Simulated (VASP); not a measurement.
# TaN (P-6m2) in VASP: a series of runs

The runs below take TaN through single point, with PBE.

Everything below comes from runs of VASP 6.6.1. Logs are shortened: lines on timing, memory, paths and dates and some standing lists are left out, and cuts for length are marked.

### Step 1. The cell of the first run

The structure is hexagonal, space group P-6m2 (No. 187). Conventional cell: a = 2.878 Å, b = 2.878 Å, c = 2.824 Å, α = 90.00°, β = 90.00°, γ = 120.00°. Ta (site symmetry -6m2) has 6 N at 2.18 Å and 8 Ta at 2.82 to 2.88 Å within 2.9 Å. Within 2.9 Å of N (site symmetry -6m2) lie 6 Ta at 2.18 Å and 8 N at 2.82 to 2.88 Å.

### Step 2. Single point, PBE

Input file INCAR:

```
ALGO = Normal ; EDIFF = 1E-6
ENCUT = 520 ; GGA = PE
ISIF = 2 ; ISMEAR = -1
LASPH = T ; LCHARG = F
LREAL = F ; LWAVE = F
NBANDS = 15 ; NELM = 60
PREC = Accurate ; SIGMA = 0.05
```

Input file KPOINTS:

```
k-points
0
Gamma
  10 10 9
```

Input file POSCAR:

```
TaN
1.0
    2.8780250747      0.0000000000      0.0000000000
   -1.4390125325      2.4924428298      0.0000000000
    0.0000000000      0.0000000000      2.8241489163
Ta N
1 1
Direct
    0.3333333333      0.6666666667      0.5000000000
    0.0000000000      0.0000000000      0.0000000000
```

Potentials or basis: VASP PAW PBE potentials, release 64 (Ta_pv, N).

Started as:

```sh
$ cat potpaw_PBE.64/Ta_pv/POTCAR potpaw_PBE.64/N/POTCAR > POTCAR
$ mpirun -np 1 vasp_std > vasp.out
```

OUTCAR:

```text
EDIFF = 1E-6
   ENCUT = 520
   GGA = PE
   ISIF = 2
   ISMEAR = -1
   LASPH = T
   LREAL = F
   NELM = 60
   PREC = Accurate

 ion  position               nearest neighbor table
   1  0.333  0.667  0.500-   2 2.18   2 2.18   2 2.18   2 2.18   2 2.18   2 2.18
   2  0.000  0.000  0.000-   1 2.18   1 2.18   1 2.18   1 2.18   1 2.18   1 2.18

  LATTYP: Found a hexagonal cell.
 ALAT       =     2.8780250747
 C/A-ratio  =     0.9812801637

  Lattice vectors:

 A1 = (   2.8780250747,   0.0000000000,   0.0000000000)
 A2 = (  -1.4390125325,   2.4924428298,   0.0000000000)
 A3 = (   0.0000000000,   0.0000000000,   2.8241489163)

Analysis of symmetry for initial positions (statically):
=====================================================================
 Subroutine PRICEL returns:
 Original cell was already a primitive cell.

 Routine SETGRP: Setting up the symmetry group for a
 hexagonal supercell.

 Subroutine GETGRP returns: Found 12 space group operations
 (whereof 12 operations were pure point group operations)
 out of a pool of 24 trial point group operations.

The static configuration has the point symmetry D_3h.

Analysis of symmetry for dynamics (positions and initial velocities):
=====================================================================
 Subroutine PRICEL returns:
 Original cell was already a primitive cell.

 Routine SETGRP: Setting up the symmetry group for a
 hexagonal supercell.

 Subroutine GETGRP returns: Found 12 space group operations
 (whereof 12 operations were pure point group operations)
 out of a pool of 24 trial point group operations.

The dynamic configuration has the point symmetry D_3h.

 Subroutine INISYM returns: Found 12 space group operations
 (whereof 12 operations are pure point group operations),
 and found     1 'primitive' translations

----------------------------------------------------------------------------------------

                                     Primitive cell

  volume of cell :      20.2585

  direct lattice vectors                    reciprocal lattice vectors
     2.878025075  0.000000000  0.000000000     0.347460489  0.200606406  0.000000000
    -1.439012533  2.492442830  0.000000000     0.000000000  0.401212813  0.000000000
     0.000000000  0.000000000  2.824148916     0.000000000  0.000000000  0.354088977

  length of vectors
     2.878025075  2.878025074  2.824148916     0.401212813  0.401212813  0.354088977

  position of ions in fractional coordinates (direct lattice)
     0.333333333  0.666666667  0.500000000
     0.000000000  0.000000000  0.000000000

  ion indices of the primitive-cell ions
   primitive index   ion index
                 1           1
                 2           2

----------------------------------------------------------------------------------------

 KPOINTS: k-points

Automatic generation of k-mesh.
 Grid dimensions read from file:
 generate k-points for:   10   10    9

 Generating k-lattice:

  Cartesian coordinates                     Fractional coordinates (reciprocal lattice)
     0.034746049  0.020060641  0.000000000     0.100000000  0.000000000  0.000000000
     0.000000000  0.040121281  0.000000000     0.000000000  0.100000000  0.000000000
     0.000000000  0.000000000  0.039343220     0.000000000  0.000000000  0.111111111

  Length of vectors
     0.040121281  0.040121281  0.039343220

  Shift w.r.t. Gamma in fractional coordinates (k-lattice)
     0.000000000  0.000000000  0.000000000

 Subroutine IBZKPT returns following result:
 ===========================================

 Found     70 irreducible k-points:

 Following reciprocal coordinates:
            Coordinates               Weight
  0.000000  0.000000  0.000000      1.000000
  0.100000  0.000000  0.000000      6.000000
  0.200000  0.000000  0.000000      6.000000
  0.300000  0.000000  0.000000      6.000000
  0.400000  0.000000  0.000000      6.000000
  0.500000  0.000000  0.000000      3.000000
[... 16 lines left out ...]
  0.300000  0.100000  0.111111     24.000000
  0.400000  0.100000  0.111111     24.000000
 [... further k-points ...]
   k-points           NKPTS =     70   k-points in BZ     NKDIM =     70   number of bands    NBANDS=     15
   number of dos      NEDOS =    301   number of ions     NIONS =      2
   total plane-waves  NPLWV =  13824
   dimension x,y,z NGX =    24 NGY =   24 NGZ =   24
   dimension x,y,z NGXF=    48 NGYF=   48 NGZF=   48
   ions per type =               1   1
   NGX,Y,Z   is equivalent  to a cutoff of  13.86, 13.86, 14.13 a.u.
   NGXF,Y,Z  is equivalent  to a cutoff of  27.73, 27.73, 28.26 a.u.
 SYSTEM =  unknown system
   PREC   = accura    normal or accurate (medium, high low for compatibility)
   ISTART =      0    job   : 0-new  1-cont  2-samecut
   ICHARG =      2    charge: 1-file 2-atom 10-const
   ISPIN  =      1    spin polarized calculation?
   LNONCOLLINEAR =      F non collinear calculations
   LSORBIT =      F    spin-orbit coupling
   LASPH  =      T    aspherical Exc in radial PAW
   ENCUT  =  520.0 eV  38.22 Ry    6.18 a.u.   5.35  5.35  5.25*2*pi/ulx,y,z
   NELM   =     60;   NELMIN=  2; NELMDL= -5     # of ELM steps
   EDIFF  = 0.1E-05   stopping-criterion for ELM
   LREAL  =      F    real-space projection
   EDIFFG = 0.1E-04   stopping-criterion for IOM
   NSW    =      0    number of steps for IOM
   IBRION =     -1    ionic relax: 0-MD 1-quasi-New 2-CG
   NFREE  =      0    steps in history (QN), initial steepest desc. (CG)
   ISIF   =      2    stress and relaxation
   ISYM   =      2    0-nonsym 1-usesym 2-fastsym
   POTIM  = 0.5000    time-step for ionic-motion
   TEBEG  =    0.0;   TEEND  =   0.0 temperature during run
   PSTRESS=    0.0 pullay stress
   NELECT =      16.0000    total number of electrons
   NUPDOWN=      -1.0000    fix difference up-down
   EMIN   =  10.00;   EMAX   =-10.00  energy-range for DOS
   EFERMI =   0.00;   METHOD = LEGACY
   ISMEAR =    -1;   SIGMA  =   0.05  broadening in eV -4-tet -1-fermi 0-gaus
   EFERMI_NEDOS =   21; number of points for ismear=-14 and -15
   IALGO  =     38    algorithm
   IMIX   =      4    mixing-type and parameters
     AMIX     =   0.40;   BMIX     =  1.00
     AMIX_MAG =   1.60;   BMIX_MAG =  1.00
  volume/ion in A,a.u.               =      10.13        68.36
  Fermi-wavevector in a.u.,A,eV,Ry     =   1.513256  2.859639 31.156571  2.289943
  Thomas-Fermi vector in A             =   2.623071
   LORBIT       =      0    0 simple, 1 ext, 2 COOP (PROOUT), +10 PAW based schemes
   GGA     = PE    functional components
   LHFCALC =     F    Hartree Fock is set to
   AEXX    =    0.0000 exact exchange contribution
   IVDW    =     0    specifies the selected vdW correction
   LEPSILON=     F    determine dielectric tensor
   LRPA    =     F    only Hartree local field effects (RPA)
 non-spin polarized calculation
  energy-cutoff  :      520.00
  volume of cell :       20.26
 maximum number of plane-waves:       569
 NGX is ok and might be reduce to    24
   NGX = 11   NGY = 11   NGZ = 11

 number of electron      15.9999999 magnetization

 Free energy of the ion-electron system (eV)
  ---------------------------------------------------
  ext. energy  EPLUGINS =         0.00000000
  ---------------------------------------------------
  free energy    TOTEN  =       -22.29853521 eV

  energy without entropy =      -22.29827260  energy(sigma->0) =      -22.29840391

 E-fermi :   8.9750     XC(G=0): -13.6894

 val. band max:        8.8359419545   @ k =   0.0000   0.0000   0.4444
 cond. band min:       9.1513525890   @ k =   0.0000   0.0000   0.3333
 fundamental gap:      0.3154106345
 Fermi energy:         8.9750242326

 k-point     1 :       0.0000    0.0000    0.0000
  band No.  band energies     occupation
      1     -25.7520      2.00000
      2     -25.4541      2.00000
      3     -25.4541      2.00000
      4      -9.3429      2.00000
      5       4.0697      2.00000
      6       4.0697      2.00000
      7       4.4111      2.00000
      8       5.9172      2.00000
      9      11.5976      0.00000
     10      12.7964      0.00000
     11      12.7964      0.00000
     12      13.2871      0.00000
     13      13.2871      0.00000
     14      22.3981      0.00000
     15      22.6671      0.00000

 k-point     2 :       0.1000    0.0000    0.0000
  band No.  band energies     occupation
      1     -25.7349      2.00000
      2     -25.5885      2.00000
      3     -25.4822      2.00000
      4      -9.1124      2.00000
      5       3.4613      2.00000
      6       4.2426      2.00000
      7       4.7228      2.00000
      8       5.5968      2.00000
      9      12.2997      0.00000
     10      12.4052      0.00000
     11      12.8319      0.00000
     12      13.1696      0.00000
     13      13.5717      0.00000
     14      22.3887      0.00000
     15      22.6305      0.00000

 k-point     3 :       0.2000    0.0000    0.0000
  band No.  band energies     occupation
      1     -25.9266      2.00000
      2     -25.6899      2.00000
      3     -25.5550      2.00000
      4      -8.5052      2.00000
      5       2.3105      2.00000
      6       4.6778      2.00000
      7       4.8722      2.00000
      8       5.3482      2.00000
      9      11.4688      0.00000
     10      12.8761      0.00000
     11      13.0311      0.00000
     12      14.0248      0.00000
     13      14.1107      0.00000
     14      22.4086      0.00000
     15      22.6096      0.00000
[... 343 lines left out ...]
 k-point    23 :       0.3000    0.1000    0.1111
  band No.  band energies     occupation
      1     -26.4566      2.00000
      2     -25.7379      2.00000
      3     -25.7271      2.00000
      4      -7.2158      2.00000
      5       0.9780      2.00000
      6       3.3821      2.00000
      7       4.7276      2.00000
      8       6.5069      2.00000
      9      10.9792      0.00000
     10      12.5156      0.00000
     11      13.9217      0.00000
     12      14.9928      0.00000
     13      17.3432      0.00000
     14      22.4717      0.00000
     15      22.7613      0.00000

 k-point    24 :       0.4000    0.1000    0.1111
  band No.  band energies     occupation
      1     -26.6459      2.00000
      2     -25.7994      2.00000
      3     -25.6933      2.00000
      4      -6.8126      2.00000
      5       0.5046      2.00000
      6       3.2310      2.00000
      7       4.5602      2.00000
      8       6.4964      2.00000
      9      11.7130      0.00000
     10      12.8271      0.00000
     11      13.8937      0.00000
     12      15.1961      0.00000
     13      18.6187      0.00000
     14      21.6536      0.00000
     15      22.5307      0.00000

 [... further k-points ...]
[... 5 lines left out ...]
  --------------------------------------------------------------------------------------
  -------------------------------------------------------------------------------------
  Total        3.7414495      3.7414495      4.2741638      0.0000000      0.0000000      0.0000000
  in kB      295.8987294    295.8987300    338.0293239      0.0000006      0.0000000      0.0000000
  external PRESSURE =     309.9422611 kB  Pullay stress =       0.0000000 kB

 VOLUME and BASIS-vectors are now :
 -----------------------------------------------------------------------------
  energy-cutoff  :      520.00
  volume of cell :       20.26
      direct lattice vectors                 reciprocal lattice vectors
     2.878025075  0.000000000  0.000000000     0.347460489  0.200606406  0.000000000
    -1.439012533  2.492442830  0.000000000     0.000000000  0.401212813  0.000000000
     0.000000000  0.000000000  2.824148916     0.000000000  0.000000000  0.354088977

 POSITION                                       TOTAL-FORCE (eV/Angst)
 -----------------------------------------------------------------------------------
      0.00000      1.66163      1.41207         0.000000      0.000000      0.000000
      0.00000      0.00000      0.00000         0.000000      0.000000      0.000000
 -----------------------------------------------------------------------------------
    total drift:                                0.000000     -0.000000     -0.000000

  FREE ENERGIE OF THE ION-ELECTRON SYSTEM (eV)
  ---------------------------------------------------
  free  energy   TOTEN  =       -22.2985352123 eV

  energy  without entropy=      -22.2982725996  energy(sigma->0) =      -22.29840391
```

Wall time 21 s (1 thread of Intel Xeon Platinum 8259CL at 2.50GHz (Skylake/Cascade Lake), shared host); peak memory 0.15 GiB.

Results:

```yaml
Free_energy: -22.2985 eV
Pressure: 31.0 GPa
Band_gap_on_the_k_mesh: zero (band 8 reaches 9.15 eV, above the bottom of band 9 at 8.84 eV)
```

Caveat: spin-orbit coupling is left out, which moves the levels of the heavy elements.

(Part 1 of 2 ends here.)
